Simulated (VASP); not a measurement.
Here is a VASP 6.6.1 calculation.

Contents of INCAR:

```
ALGO = Normal
EDIFF = 1E-7
ENCUT = 520
GGA = PE
ISIF = 2
ISMEAR = -1
IVDW = 12
LASPH = True
LCHARG = False
LREAL = Auto
LWAVE = False
NBANDS = 82
NELM = 100
PREC = Accurate
SIGMA = 0.05
```

File KPOINTS:

```
k-points
0
Gamma
  1 1 1
```

Contents of POSCAR:

```
CO2
1.0
    8.0824800000      0.0000000000      0.0000000000
    0.0000000000      8.0824800000      0.0000000000
    0.0000000000      0.0000000000      8.0824800000
C O
8 16
Direct
    0.4453707278      0.9278216587      0.8570389286
    0.8803857232      0.6685571755      0.5544090428
   -0.0776618068      0.1367773258      0.1010580911
    1.1479644861      0.2418193426      0.7662747078
    0.5813314725      0.3794503667      0.4101587632
    0.2798522236      0.8089843711      0.3963387475
    0.2974953232      0.1786085459      0.3139754135
    0.0561585058      0.6442453306      1.0228667439
    0.3880120953      0.9026561154      0.9850194495
    0.5032861201      0.9447842741      0.7170076511
    0.8777751383      0.6056309450      0.6877344577
    0.9074566222      0.7297017747      0.4208361790
   -0.0468668033      0.0085741010      0.1652091932
   -0.0841078481      0.2647949639      0.0185339153
    1.0876488405      0.1144574438      0.7014802387
    1.2099504113      0.3649498669      0.8118671497
    0.5240223298      0.4898991399      0.3287975968
    0.6548856292      0.3122680167      0.5058224703
    0.2114078847      0.7871346418      0.5290579129
    0.3045723590      0.8279142046      0.2605759618
    0.2490819649      0.1746741099      0.4468925379
    0.3259643080      0.1863784383      0.1741420950
    0.0003588008      0.5776073680      1.1383139828
    0.1201611387      0.6820802526      0.8938716829
```

Potentials or basis: VASP PAW PBE potentials, release 64 (C, O).

The run is started by

```console
$ cat potpaw_PBE.64/C/POTCAR potpaw_PBE.64/O/POTCAR > POTCAR
$ mpirun -np 1 vasp_gam > vasp.out
```

Task: Predict the largest force.

Result: 9.399 eV/Å.

Task: What does it give for the dispersion energy per atom?

Result: -0.046 eV.

Forces in eV/Å, atoms in the order of the input:
```
C    2.192  0.281 -5.877
C    1.556  0.492 -1.019
C    1.120  2.415 -2.643
C   -2.027 -4.315 -2.889
C   -3.037  6.723 -4.458
C   -4.632 -1.568  8.026
C   -0.446  0.260 -1.821
C    1.701 -0.442 -3.170
O   -0.465  0.025  1.313
O   -1.370 -0.190  3.825
O   -0.755  0.564 -1.492
O   -1.424 -1.060  2.486
O   -0.762  0.996 -0.055
O   -0.494 -3.559  2.687
O    1.810  4.459  3.150
O   -0.003 -0.380  0.164
O   -0.215 -1.796  0.035
O    3.382 -4.801  4.499
O    2.688  0.420 -2.252
O    2.043  0.717 -4.942
O   -0.406 -0.086  3.339
O    1.048  0.194 -2.173
O   -0.436  0.294  0.891
O   -1.068  0.358  2.377
```

Caveat: the k points lie up to 0.78 Å⁻¹ apart; the atoms stand as in a frame of molecular dynamics.
